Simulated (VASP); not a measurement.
# TiSi2 in VASP: settings compared

Aim: see how the results for TiSi2 move with the level of theory and the settings. Levels: PBE, PBE+U. Tasks: single point, relaxation of cell and atoms.

Program: VASP 6.6.1. These are calculated values, not measurements. Logs are shortened: lines on timing, memory, paths and dates and some standing lists are left out, and cuts for length are marked.

### 1 The cell of the first run

The typed cell holds 3 atoms: a = 4.779 Å, b = 4.779 Å, c = 4.779 Å, α = 144.10°, β = 138.02°, γ = 56.40°.

### 2 Single point, PBE (atoms moved at random)

INCAR

```
SYSTEM = TiSi2
PREC = Accurate ; ENCUT = 550
EDIFF = 1E-6 ; ISMEAR = -1
SIGMA = 0.05 ; LREAL = .False.
LASPH = .True. ; NELM = 120
ALGO = Normal ; ISIF = 2
LWAVE = .False. ; LCHARG = .True.
GGA = PE ; LVHAR = .True.
NBANDS = 17 ; GGA_COMPAT = .False.
KPAR = 8
```

KPOINTS

```
Automatic mesh
0
Gamma
  12 12 12
  0 0 0
```

POSCAR

```
TiSi2
1.0
   -1.4728720000      1.7121300000      4.2120830000
    1.4728720000     -1.7121300000      4.2120830000
    1.4728720000      1.7121300000     -4.2120830000
Ti Si
1 2
Direct
   -0.0063720000      0.0024430000      0.0062930000
    0.6832990000      0.6675750000      0.0141150000
    0.3370530000      0.3154850000     -0.0051230000
```

Potentials or basis: VASP PAW PBE potentials, release 64 (Ti_sv, Si).

The run is started by

```sh
$ cat potpaw_PBE.64/Ti_sv/POTCAR potpaw_PBE.64/Si/POTCAR > POTCAR
$ mpirun -np 8 vasp_std > vasp.out
```

OUTCAR:

```text
SYSTEM = TiSi2
   PREC = Accurate
   ENCUT = 550
   EDIFF = 1E-6
   ISMEAR = -1
   LREAL = .False.
   LASPH = .True.
   NELM = 120
   ISIF = 2
   GGA = PE

 ion  position               nearest neighbor table
   1  0.994  0.002  0.006-   3 2.60   2 2.64   3 2.64   2 2.67   3 2.67   3 2.71   2 2.71   2 2.74
                             2 2.75   3 2.81
   2  0.683  0.668  0.014-   3 2.60   3 2.63   3 2.64   1 2.64   3 2.67   1 2.67   1 2.71   1 2.74
                             1 2.75   3 2.86
   3  0.337  0.315  0.995-   2 2.60   1 2.60   2 2.63   2 2.64   1 2.64   2 2.67   1 2.67   1 2.71
                             1 2.81   2 2.86

  LATTYP: Found a body centered orthorhombic cell.
 ALAT       =     2.9457440000
 B/A-ratio  =     1.1624431723
 C/A-ratio  =     2.8597753233

  Lattice vectors:

 A1 = (  -1.4728720000,   1.7121300000,   4.2120830000)
 A2 = (   1.4728720000,  -1.7121300000,   4.2120830000)
 A3 = (   1.4728720000,   1.7121300000,  -4.2120830000)

Analysis of symmetry for initial positions (statically):
=====================================================================
 Subroutine PRICEL returns:
 Original cell was already a primitive cell.

 Routine SETGRP: Setting up the symmetry group for a
 body centered orthorhombic supercell.

 Subroutine GETGRP returns: Found  1 space group operations
 (whereof  1 operations were pure point group operations)
 out of a pool of  8 trial point group operations.

The static configuration has the point symmetry C_1 .

Analysis of symmetry for dynamics (positions and initial velocities):
=====================================================================
 Subroutine PRICEL returns:
 Original cell was already a primitive cell.

 Routine SETGRP: Setting up the symmetry group for a
 body centered orthorhombic supercell.

 Subroutine GETGRP returns: Found  1 space group operations
 (whereof  1 operations were pure point group operations)
 out of a pool of  8 trial point group operations.

The dynamic configuration has the point symmetry C_1 .

 Subroutine INISYM returns: Found  1 space group operations
 (whereof  1 operations are pure point group operations),
 and found     1 'primitive' translations

----------------------------------------------------------------------------------------

                                     Primitive cell

  volume of cell :      42.4873

  direct lattice vectors                    reciprocal lattice vectors
    -1.472872000  1.712130000  4.212083000     0.000000000  0.292033899  0.118706113
     1.472872000 -1.712130000  4.212083000     0.339472812  0.000000000  0.118706113
     1.472872000  1.712130000 -4.212083000     0.339472812  0.292033899  0.000000000

  length of vectors
     4.779370698  4.779370698  4.779370698     0.315237909  0.359628880  0.447800836

  position of ions in fractional coordinates (direct lattice)
     0.993628000  0.002443000  0.006293000
     0.683299000  0.667575000  0.014115000
     0.337053000  0.315485000  0.994877000

  ion indices of the primitive-cell ions
   primitive index   ion index
                 1           1
                 2           2
                 3           3

----------------------------------------------------------------------------------------

 KPOINTS: Automatic mesh

Automatic generation of k-mesh.
 Grid dimensions read from file:
 generate k-points for:   12   12   12

 Generating k-lattice:

  Cartesian coordinates                     Fractional coordinates (reciprocal lattice)
     0.000000000  0.024336158  0.009892176     0.083333333  0.000000000 -0.000000000
     0.028289401  0.000000000  0.009892176     0.000000000  0.083333333  0.000000000
     0.028289401  0.024336158  0.000000000    -0.000000000  0.000000000  0.083333333

  Length of vectors
     0.026269826  0.029969073  0.037316736

  Shift w.r.t. Gamma in fractional coordinates (k-lattice)
     0.000000000  0.000000000  0.000000000

 Subroutine IBZKPT returns following result:
 ===========================================

 Found    868 irreducible k-points:

 Following reciprocal coordinates:
            Coordinates               Weight
  0.000000  0.000000  0.000000      1.000000
  0.083333  0.000000 -0.000000      2.000000
 -0.000000 -0.083333  0.083333      2.000000
  0.166667 -0.000000  0.000000      2.000000
  0.000000 -0.166667  0.166667      2.000000
  0.250000  0.000000 -0.000000      2.000000
[... 16 lines left out ...]
  0.083333  0.166667 -0.250000      2.000000
  0.250000  0.083333  0.000000      2.000000
 [... further k-points ...]
   k-points           NKPTS =    868   k-points in BZ     NKDIM =    868   number of bands    NBANDS=     17
   number of dos      NEDOS =    301   number of ions     NIONS =      3
   total plane-waves  NPLWV =  64000
   dimension x,y,z NGX =    40 NGY =   40 NGZ =   40
   dimension x,y,z NGXF=    80 NGYF=   80 NGZF=   80
   ions per type =               1   2
   NGX,Y,Z   is equivalent  to a cutoff of  13.91, 13.91, 13.91 a.u.
   NGXF,Y,Z  is equivalent  to a cutoff of  27.83, 27.83, 27.83 a.u.
 SYSTEM =  TiSi2
   PREC   = accura    normal or accurate (medium, high low for compatibility)
   ISTART =      0    job   : 0-new  1-cont  2-samecut
   ICHARG =      2    charge: 1-file 2-atom 10-const
   ISPIN  =      1    spin polarized calculation?
   LNONCOLLINEAR =      F non collinear calculations
   LSORBIT =      F    spin-orbit coupling
   LASPH  =      T    aspherical Exc in radial PAW
   ENCUT  =  550.0 eV  40.42 Ry    6.36 a.u.   9.14  9.14  9.14*2*pi/ulx,y,z
   NELM   =    120;   NELMIN=  2; NELMDL= -5     # of ELM steps
   EDIFF  = 0.1E-05   stopping-criterion for ELM
   LREAL  =      F    real-space projection
   EDIFFG = 0.1E-04   stopping-criterion for IOM
   NSW    =      0    number of steps for IOM
   IBRION =     -1    ionic relax: 0-MD 1-quasi-New 2-CG
   NFREE  =      0    steps in history (QN), initial steepest desc. (CG)
   ISIF   =      2    stress and relaxation
   ISYM   =      2    0-nonsym 1-usesym 2-fastsym
   POTIM  = 0.5000    time-step for ionic-motion
   TEBEG  =    0.0;   TEEND  =   0.0 temperature during run
   PSTRESS=    0.0 pullay stress
   NELECT =      20.0000    total number of electrons
   NUPDOWN=      -1.0000    fix difference up-down
   EMIN   =  10.00;   EMAX   =-10.00  energy-range for DOS
   EFERMI =   0.00;   METHOD = LEGACY
   ISMEAR =    -1;   SIGMA  =   0.05  broadening in eV -4-tet -1-fermi 0-gaus
   EFERMI_NEDOS =   21; number of points for ismear=-14 and -15
   IALGO  =     38    algorithm
   IMIX   =      4    mixing-type and parameters
     AMIX     =   0.40;   BMIX     =  1.00
     AMIX_MAG =   1.60;   BMIX_MAG =  1.00
  volume/ion in A,a.u.               =      14.16        95.57
  Fermi-wavevector in a.u.,A,eV,Ry     =   1.273499  2.406564 22.065925  1.621800
  Thomas-Fermi vector in A             =   2.406319
   LORBIT       =      0    0 simple, 1 ext, 2 COOP (PROOUT), +10 PAW based schemes
   GGA     = PE    functional components
   LHFCALC =     F    Hartree Fock is set to
   AEXX    =    0.0000 exact exchange contribution
   IVDW    =     0    specifies the selected vdW correction
   LEPSILON=     F    determine dielectric tensor
   LRPA    =     F    only Hartree local field effects (RPA)
 non-spin polarized calculation
  energy-cutoff  :      550.00
  volume of cell :       42.49
 maximum number of plane-waves:      1267
 NGX is ok and might be reduce to    40
   NGX = 19   NGY = 19   NGZ = 19

 number of electron      19.9999999 magnetization

 Free energy of the ion-electron system (eV)
  ---------------------------------------------------
  ext. energy  EPLUGINS =         0.00000000
  ---------------------------------------------------
  free energy    TOTEN  =       -19.83727243 eV

  energy without entropy =      -19.82619959  energy(sigma->0) =      -19.83173601

 E-fermi :   9.9990     XC(G=0): -11.6929

 val. band max:        9.9988748749   @ k =   0.5000   0.5000   0.4167
 cond. band min:      10.0003605211   @ k =   0.1667   0.3333   0.4167
 fundamental gap:      0.0014856463
 Fermi energy:         9.9990286784

 k-point     1 :       0.0000    0.0000    0.0000
  band No.  band energies     occupation
      1     -46.2709      2.00000
      2     -22.6002      2.00000
      3     -22.5796      2.00000
      4     -22.3285      2.00000
      5      -2.5607      2.00000
      6       5.2440      2.00000
[... 9 lines left out ...]
     16      15.3839      0.00000
     17      15.8746      0.00000

 k-point     2 :       0.0833    0.0000   -0.0000
  band No.  band energies     occupation
      1     -46.2705      2.00000
      2     -22.5997      2.00000
      3     -22.5859      2.00000
      4     -22.3280      2.00000
      5      -2.4592      2.00000
      6       4.9620      2.00000
[... 9 lines left out ...]
     16      15.3384      0.00000
     17      15.9620      0.00000

 k-point     3 :      -0.0000   -0.0833    0.0833
  band No.  band energies     occupation
      1     -46.2705      2.00000
      2     -22.5997      2.00000
      3     -22.5860      2.00000
      4     -22.3280      2.00000
      5      -2.4591      2.00000
      6       4.9793      2.00000
[... 9 lines left out ...]
     16      15.3330      0.00000
     17      15.9636      0.00000

 k-point     4 :       0.1667   -0.0000    0.0000
  band No.  band energies     occupation
      1     -46.2693      2.00000
      2     -22.6039      2.00000
      3     -22.5978      2.00000
      4     -22.3268      2.00000
      5      -2.1582      2.00000
      6       4.4375      2.00000
[... 9 lines left out ...]
     16      15.8795      0.00000
     17      16.2836      0.00000
[... 343 lines left out ...]
      1     -46.2669      2.00000
      2     -22.6008      2.00000
      3     -22.5962      2.00000
      4     -22.3498      2.00000
      5      -1.9787      2.00000
      6       4.1500      2.00000
[... 9 lines left out ...]
     16      15.9647      0.00000
     17      16.7598      0.00000

 k-point    23 :       0.0833    0.1667   -0.2500
  band No.  band energies     occupation
      1     -46.2669      2.00000
      2     -22.6008      2.00000
      3     -22.5962      2.00000
      4     -22.3499      2.00000
      5      -1.9784      2.00000
      6       4.1553      2.00000
[... 9 lines left out ...]
     16      15.9454      0.00000
     17      16.8802      0.00000

 k-point    24 :       0.2500    0.0833    0.0000
  band No.  band energies     occupation
      1     -46.2653      2.00000
      2     -22.6244      2.00000
      3     -22.5942      2.00000
      4     -22.3480      2.00000
      5      -1.4731      2.00000
      6       3.5370      2.00000
[... 9 lines left out ...]
     16      17.0326      0.00000
     17      17.7715      0.00000

 [... further k-points ...]
[... 5 lines left out ...]
  --------------------------------------------------------------------------------------
  -------------------------------------------------------------------------------------
  Total        0.2880257      0.1220088     -0.0065613     -0.0228794      0.0185235     -0.0548990
  in kB       10.8613331      4.6009032     -0.2474258     -0.8627740      0.6985120     -2.0702175
  external PRESSURE =       5.0716035 kB  Pullay stress =       0.0000000 kB

 VOLUME and BASIS-vectors are now :
 -----------------------------------------------------------------------------
  energy-cutoff  :      550.00
  volume of cell :       42.49
      direct lattice vectors                 reciprocal lattice vectors
    -1.472872000  1.712130000  4.212083000     0.000000000  0.292033899  0.118706113
     1.472872000 -1.712130000  4.212083000     0.339472812  0.000000000  0.118706113
     1.472872000  1.712130000 -4.212083000     0.339472812  0.292033899  0.000000000

 POSITION                                       TOTAL-FORCE (eV/Angst)
 -----------------------------------------------------------------------------------
     -1.45062      1.70781      4.16903        -0.268751      0.378951      0.272407
     -0.00237      0.05109      5.63054         0.043427     -0.265483     -0.109250
      1.43356      1.74029     -1.44196         0.225325     -0.113468     -0.163157
 -----------------------------------------------------------------------------------
    total drift:                               -0.000044     -0.000015      0.000095

  FREE ENERGIE OF THE ION-ELECTRON SYSTEM (eV)
  ---------------------------------------------------
  free  energy   TOTEN  =       -19.8372724271 eV

  energy  without entropy=      -19.8261995877  energy(sigma->0) =      -19.83173601
```

It took 5.3 min on 8 MPI ranks of Intel Xeon Platinum 8259CL at 2.50GHz (Skylake/Cascade Lake), shared host; peak memory 0.77 GiB.

What came out:

```
Free energy            : -19.8373 eV
Pressure               : 0.5 GPa
Largest force          : 0.539 eV/Å
Band gap on the k mesh : zero (bands 10 and 11 overlap by 2.37 eV)
```

Forces on the atoms (eV/Å):
```
Ti  -0.269  0.379  0.272
Si   0.043 -0.265 -0.109
Si   0.225 -0.113 -0.163
```

Caveat: the cell differs from its parent crystal (atoms moved at random).

### 3 Relaxation of cell and atoms, PBE+U

INCAR

```
SYSTEM = TiSi2
PREC = Accurate
ENCUT = 600
EDIFF = 1E-7
ISMEAR = -1
SIGMA = 0.05
LREAL = .False.
LASPH = .True.
NELM = 150
ALGO = Fast
ISIF = 3
LWAVE = .False.
LCHARG = .False.
LMAXMIX = 4
LDAU = .True.
LDAUTYPE = 2
LDAUL = 2 -1
LDAUU = 2 0
LDAUJ = 0 0
LDAUPRINT = 1
GGA = PE
IBRION = 2
NSW = 60
EDIFFG = -0.01
```

KPOINTS

```
regular mesh
0
Gamma
  12 12 12
  0 0 0
```

POSCAR

```
TiSi2
1.0
   -1.4728720000      1.7121300000      4.2120830000
    1.4728720000     -1.7121300000      4.2120830000
    1.4728720000      1.7121300000     -4.2120830000
Ti Si
1 2
Direct
    0.0000000000      0.0000000000      0.0000000000
    0.6700780000      0.6700780000      0.0000000000
    0.3299220000      0.3299220000      0.0000000000
```

Potentials or basis: VASP PAW PBE potentials, release 64 (Ti_sv, Si).

The run is started by

```sh
$ cat potpaw_PBE.64/Ti_sv/POTCAR potpaw_PBE.64/Si/POTCAR > POTCAR
$ mpirun -np 1 vasp_std > vasp.out
```

Wall time 77 min (1 thread of Oxide Virtual Turin-like, shared host); peak memory 0.4 GiB.

It converged, with:

| Property | Result |
| --- | --- |
| Free energy | -18.2724 eV |
| Relaxed volume | 14.42 Å³/atom |
| Relaxed cell | a = 4.797 Å, b = 4.797 Å, c = 4.797 Å, α = 143.81°, β = 138.00°, γ = 56.62° |
| Space group after relaxing (to 0.1 Å) | Immm (No. 71) |
| Energy gained by relaxing | 2.3 meV/atom |
| Ionic steps | 6 |
| Pressure after relaxing | 0.0 GPa |
| Largest force after relaxing | 0.006 eV/Å |
| Band gap on the k mesh | zero (bands 10 and 11 overlap by 2.30 eV) |

Forces on the atoms (eV/Å):
```
Ti   0.000  0.000  0.000
Si   0.000  0.000  0.006
Si   0.000  0.000 -0.006
```

Stress tensor (GPa, compression positive):
```
-0.01  0.00  0.00
 0.00 -0.05  0.00
 0.00  0.00  0.05
```

Step by step:
| step | energy change (eV) | largest force (eV/Å) | pressure (GPa) | volume (Å³) |
| --- | --- | --- | --- | --- |
| 1 | 0.0000 | 0.0726 | 2.48 | 42.49 |
| 2 | -0.0034 | 0.0073 | -1.78 | 43.85 |
| 3 | -0.0065 | 0.0328 | -0.10 | 43.28 |
| 4 | -0.0069 | 0.0177 | -0.04 | 43.27 |
| 5 | -0.0070 | 0.0086 | 0.02 | 43.26 |
| 6 | -0.0070 | 0.0063 | 0.00 | 43.26 |

Final structure:
```cif
data_structure
_symmetry_space_group_name_H-M 'P 1'
_symmetry_Int_Tables_number 1
_cell_length_a 4.7969
_cell_length_b 4.7969
_cell_length_c 4.7969
_cell_angle_alpha 143.810
_cell_angle_beta 138.001
_cell_angle_gamma 56.618
_cell_volume 43.26
loop_
_atom_site_label
_atom_site_type_symbol
_atom_site_fract_x
_atom_site_fract_y
_atom_site_fract_z
_atom_site_occupancy
Ti1 Ti 0.00000 0.00000 0.00000 1
Si1 Si 0.67069 0.67069 0.00000 1
Si2 Si 0.32931 0.32931 0.00000 1
```

Levels at points of the mesh, in eV from the Fermi level:
| k point | band 6 | band 7 | band 8 | band 9 | band 10 | band 11 | band 12 | band 13 | band 14 |
| --- | --- | --- | --- | --- | --- | --- | --- | --- | --- |
| (0.00, 0.00, 0.00) | -4.71 | -4.20 | -2.11 | -0.60 | 0.68 | 1.95 | 2.44 | 3.00 | 3.72 |
| (0.50, 0.00, 0.00) | -9.09 | -4.37 | -3.79 | -0.68 | 0.94 | 2.07 | 2.60 | 3.46 | 3.94 |
| (0.00, 0.50, 0.00) | -8.16 | -3.69 | -3.40 | -0.86 | -0.39 | 1.02 | 2.66 | 3.31 | 3.91 |
| (0.50, 0.50, 0.00) | -5.25 | -5.10 | -4.81 | -2.92 | -1.21 | -0.81 | 2.54 | 2.92 | 3.15 |
| (0.50, 0.50, 0.50) | -8.85 | -1.36 | -1.22 | -0.37 | 0.53 | 2.00 | 2.16 | 2.49 | 3.75 |

Eigenvalues of the final occupation matrices:
| site | spin | trace | eigenvalues |
| --- | --- | --- | --- |
| site 1 d | 1 | 0.97 | 0.17 0.17 0.19 0.20 0.24 |
| site 1 d | 2 | 0.97 | 0.17 0.17 0.19 0.20 0.24 |

Caveat: U without spin polarisation on a metal has little footing; the U is typed as a test and isn't derived for this compound.
